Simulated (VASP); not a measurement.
# AlN (F-43m) in VASP: a series of runs, part 2 of 2

VASP 6.6.1.

**3. Relaxation of cell and atoms, PBE, target pressure 25 GPa, at which the enthalpy is minimised**

This run uses another cell than the first one, of 10.67 Å³/atom.

The input, INCAR:

```
SYSTEM = AlN
PREC = Accurate
ENCUT = 600
EDIFF = 1E-7
ISMEAR = 0
SIGMA = 0.01
LREAL = .False.
LASPH = .True.
NELM = 120
ALGO = Normal
ISIF = 3
LWAVE = .False.
LCHARG = .False.
GGA = PE
IBRION = 2
NSW = 80
EDIFFG = -0.001
PSTRESS = 250.0
GGA_COMPAT = .False.
NELMIN = 4
```

The input, KPOINTS:

```
regular mesh
0
Gamma
  10 10 10
  0 0 0
```

The input, POSCAR:

```
AlN
1.0
    0.0000000000      2.2015871054      2.2015871054
    2.2015871054      0.0000000000      2.2015871054
    2.2015871054      2.2015871054      0.0000000000
Al N
1 1
Direct
    0.0000000000      0.0000000000      0.0000000000
    0.7500000000      0.7500000000      0.7500000000
```

Potentials or basis: VASP PAW PBE potentials, release 64 (Al, N).

On the command line:

```sh
$ cat potpaw_PBE.64/Al/POTCAR potpaw_PBE.64/N/POTCAR > POTCAR
$ mpirun -np 1 vasp_std > vasp.out
```

OUTCAR:

```text
SYSTEM = AlN
   PREC = Accurate
   ENCUT = 600
   EDIFF = 1E-7
   ISMEAR = 0
   LREAL = .False.
   LASPH = .True.
   NELM = 120
   ISIF = 3
   GGA = PE
   IBRION = 2
   NSW = 80
   EDIFFG = -0.001
   PSTRESS = 250.0
   NELMIN = 4

 ion  position               nearest neighbor table
   1  0.000  0.000  0.000-   2 1.91   2 1.91   2 1.91   2 1.91
   2  0.750  0.750  0.750-   1 1.91   1 1.91   1 1.91   1 1.91

  LATTYP: Found a face centered cubic cell.
 ALAT       =     4.4031742108

  Lattice vectors:

 A1 = (   0.0000000000,   2.2015871054,   2.2015871054)
 A2 = (   2.2015871054,   0.0000000000,   2.2015871054)
 A3 = (   2.2015871054,   2.2015871054,   0.0000000000)

Analysis of symmetry for initial positions (statically):
=====================================================================
[... 415 lines left out ...]
 cond. band min:      10.1346280575   @ k =   0.5000   0.5000   0.0000
 fundamental gap:      3.3567086882
 Fermi energy:         6.8719085160

 k-point     1 :       0.0000    0.0000    0.0000
  band No.  band energies     occupation
      1      -8.6986      2.00000
      2       6.7779      2.00000
      3       6.7779      2.00000
      4       6.7779      2.00000
      5      11.7294      0.00000
      6      20.1817      0.00000
      7      20.1817      0.00000
      8      20.1817      0.00000
[... 243 lines left out ...]
 k-point    24 :       0.4000    0.3000    0.0000
  band No.  band energies     occupation
      1      -6.4589      2.00000
      2       2.4557      2.00000
      3       4.9897      2.00000
      4       5.3080      2.00000
      5      11.8765      0.00000
      6      16.8598      0.00000
      7      20.0889      0.00000
      8      22.2991      0.00000

 [... further k-points ...]

------------------------ aborting loop because EDIFF is reached ----------------------------------------

  FORCE on cell =-STRESS in cart. coord.  units (eV):
  Direction    XX          YY          ZZ          XY          YZ          ZX
  --------------------------------------------------------------------------------------
  -------------------------------------------------------------------------------------
  Total        2.9936797      2.9936797      2.9936797      0.0000000      0.0000000      0.0000000
  in kB      250.0848991    250.0848991    250.0848991      0.0000000      0.0000000      0.0000000
  external PRESSURE =       0.0848991 kB  Pullay stress =     250.0000000 kB
[... 21 lines left out ...]
  energy  without entropy=      -14.6973533580  energy(sigma->0) =      -14.69735336

  enthalpy is  TOTEN    =       -11.7046899158 eV   P V=        2.9926634422

 reached required accuracy - stopping structural energy minimisation
```

It took 85 s on 1 thread of Intel Xeon 8259CL, shared host; peak memory 0.16 GiB.

Results:

```yaml
Free_energy: -14.6974 eV
Relaxed_volume: 9.59 Å³/atom
Relaxed_cell: a = 3.005 Å, b = 3.005 Å, c = 3.005 Å, α = 60.00°, β = 60.00°, γ = 60.00°
Space_group_after_relaxing_to_0.1_Å: F-43m (No. 216)
Energy_change_on_relaxing_the_run_minimises_the_enthalpy: +75.8 meV/atom
Ionic_steps: 7
Pressure_after_relaxing: 25.0 GPa
Band_gap_on_the_k_mesh: 3.36 eV (least direct gap 4.95 eV)
```

The path:
```tsv
step	energy change (eV)	largest force (eV/Å)	pressure (GPa)	volume (Å³)
1	0.0000	0.0000	-0.39	21.34
2	0.9750	0.0000	80.68	16.53
3	0.1395	0.0000	23.83	19.26
4	0.1499	0.0000	24.85	19.19
5	0.1564	0.0000	25.47	19.15
6	0.1456	0.0000	24.43	19.22
7	0.1516	0.0000	25.01	19.18
```

Final structure:
```
Al N
1.0
     0.00000    2.12455    2.12455
     2.12455    0.00000    2.12455
     2.12455    2.12455    0.00000
Al N
1 1
Direct
  0.00000 0.00000 0.00000
  0.75000 0.75000 0.75000
```

Caveat: the cell is relaxed towards a set pressure, so the run minimises the enthalpy, not the energy.

**4. Single point, PBE**

This run uses another cell than the first one: it holds 32 atoms, not 2.

The input, INCAR:

```
SYSTEM = AlN
PREC = Accurate
ENCUT = 520
EDIFF = 1E-6
ISMEAR = 0
SIGMA = 0.01
LREAL = Auto
LASPH = .True.
NELM = 100
ALGO = Normal
ISIF = 2
LWAVE = .False.
LCHARG = .False.
GGA = PE
NBANDS = 86
```

The input, KPOINTS:

```
regular mesh
0
Gamma
  2 2 2
  0 0 0
```

The input, POSCAR:

```
AlN
1.0
   -4.4031742015     -4.4031742015      4.4031742015
    4.4031742015     -4.4031742015     -4.4031742015
    4.4031742015      4.4031742015      4.4031742015
Al N
16 16
Direct
    0.2500000000      0.0000000000      0.7500000000
    0.0000000000      0.0000000000      0.0000000000
    0.5000000000      0.7500000000      0.7500000000
    0.2500000000      0.7500000000      0.0000000000
    0.0000000000      0.7500000000      0.2500000000
    0.7500000000      0.0000000000      0.2500000000
    0.5000000000      0.0000000000      0.5000000000
    0.0000000000      0.2500000000      0.7500000000
    0.7500000000      0.5000000000      0.7500000000
    0.5000000000      0.5000000000      0.0000000000
    0.2500000000      0.5000000000      0.2500000000
    0.0000000000      0.5000000000      0.5000000000
    0.7500000000      0.7500000000      0.5000000000
    0.7500000000      0.2500000000      0.0000000000
    0.5000000000      0.2500000000      0.2500000000
    0.2500000000      0.2500000000      0.5000000000
    0.2500000000      0.7500000000      0.7500000000
    0.0000000000      0.7500000000      0.0000000000
    0.5000000000      0.5000000000      0.7500000000
    0.2500000000      0.5000000000      0.0000000000
    0.0000000000      0.5000000000      0.2500000000
    0.7500000000      0.7500000000      0.2500000000
    0.5000000000      0.7500000000      0.5000000000
    0.0000000000      0.0000000000      0.7500000000
    0.7500000000      0.2500000000      0.7500000000
    0.5000000000      0.2500000000      0.0000000000
    0.2500000000      0.2500000000      0.2500000000
    0.0000000000      0.2500000000      0.5000000000
    0.7500000000      0.5000000000      0.5000000000
    0.7500000000      0.0000000000      0.0000000000
    0.5000000000      0.0000000000      0.2500000000
    0.2500000000      0.0000000000      0.5000000000
```

Potentials or basis: VASP PAW PBE potentials, release 64 (Al, N).

On the command line:

```sh
$ cat potpaw_PBE.64/Al/POTCAR potpaw_PBE.64/N/POTCAR > POTCAR
$ mpirun -np 1 vasp_std > vasp.out
```

OUTCAR:

```text
SYSTEM = AlN
   PREC = Accurate
   ENCUT = 520
   EDIFF = 1E-6
   ISMEAR = 0
   LREAL = Auto
   LASPH = .True.
   NELM = 100
   ISIF = 2
   GGA = PE

 ion  position               nearest neighbor table
   1  0.250  0.000  0.750-  17 1.91  24 1.91  26 1.91  32 1.91  10 3.11  14 3.11  12 3.11  13 3.11
                            16 3.11   4 3.11   7 3.11   8 3.11   2 3.11   5 3.11   3 3.11  15 3.11
   2  0.000  0.000  0.000-  18 1.91  24 1.91  27 1.91  30 1.91  11 3.11  15 3.11   9 3.11   3 3.11
                            16 3.11   5 3.11   6 3.11   8 3.11   1 3.11  13 3.11  14 3.11   4 3.11
   3  0.500  0.750  0.750-  17 1.91  19 1.91  23 1.91  30 1.91   2 3.11  14 3.11  16 3.11  12 3.11
                             1 3.11   4 3.11   6 3.11   7 3.11   9 3.11  11 3.11  10 3.11  13 3.11
   4  0.250  0.750  0.000-  17 1.91  18 1.91  20 1.91  31 1.91   6 3.11  15 3.11   8 3.11   9 3.11
[... 479 lines left out ...]
 VOLUME and BASIS-vectors are now :
 -----------------------------------------------------------------------------
  energy-cutoff  :      520.00
  volume of cell :      341.47
      direct lattice vectors                 reciprocal lattice vectors
    -4.403174201 -4.403174201  4.403174201     0.000000000 -0.113554444  0.113554444
     4.403174201 -4.403174201 -4.403174201     0.113554444 -0.113554444  0.000000000
     4.403174201  4.403174201  4.403174201     0.113554444  0.000000000  0.113554444

 POSITION                                       TOTAL-FORCE (eV/Angst)
 -----------------------------------------------------------------------------------
      2.20159      2.20159      4.40317        -0.000000     -0.000000     -0.000000
      0.00000      0.00000      0.00000        -0.000000     -0.000000     -0.000000
      4.40317     -2.20159      2.20159         0.000000     -0.000000     -0.000000
      2.20159     -4.40317     -2.20159         0.000000     -0.000000     -0.000000
      4.40317     -2.20159     -2.20159        -0.000000     -0.000000      0.000000
     -2.20159     -2.20159      4.40317         0.000000     -0.000000     -0.000000
[... 24 lines left out ...]
     -1.10079     -1.10079      3.30238         0.000000      0.000000      0.000000
      1.10079      1.10079      3.30238         0.000000      0.000000      0.000000
 -----------------------------------------------------------------------------------
    total drift:                               -0.000022      0.000022     -0.000022

  FREE ENERGIE OF THE ION-ELECTRON SYSTEM (eV)
  ---------------------------------------------------
  free  energy   TOTEN  =      -237.5392808496 eV

  energy  without entropy=     -237.5392808496  energy(sigma->0) =     -237.53928085
```

Wall time 7.1 min (1 thread of Intel Xeon 8259CL, shared host); peak memory 0.48 GiB.

What came out:

- Free energy: -237.5393 eV
- Pressure: -0.4 GPa
- Band gap on the k mesh: 3.30 eV

Caveat: the k points lie up to 0.50 Å⁻¹ apart.

**5. Summary**

```tsv
task	cell	k mesh	cutoff (eV)	gap on the mesh (eV)	pressure (GPa)
single point	a = 3.006 Å, angles 60.0°, 2 atoms, atomic positions A	10 × 10 × 10	600	3.36	24.7
relaxation of cell and atoms	relaxed to 25 GPa from a = 3.114 Å, angles 60.0°, 2 atoms, atomic positions A	10 × 10 × 10	600	3.36	25.0
single point	a = 7.627 Å, angles 109.5°, 32 atoms, atomic positions B	2 × 2 × 2	520	3.30	-0.4
```

Alike in all rows: level PBE; potentials or basis VASP PAW PBE potentials, release 64 (Al, N); no spin polarisation; smearing gaussian 0.01 eV.

Caveats: some runs use coarse meshes; the cell stands under pressure (at least some runs); the cell is relaxed towards a set pressure, so the run minimises the enthalpy, not the energy (at least some runs).

Absolute energies hang on the potentials; compare differences alone.
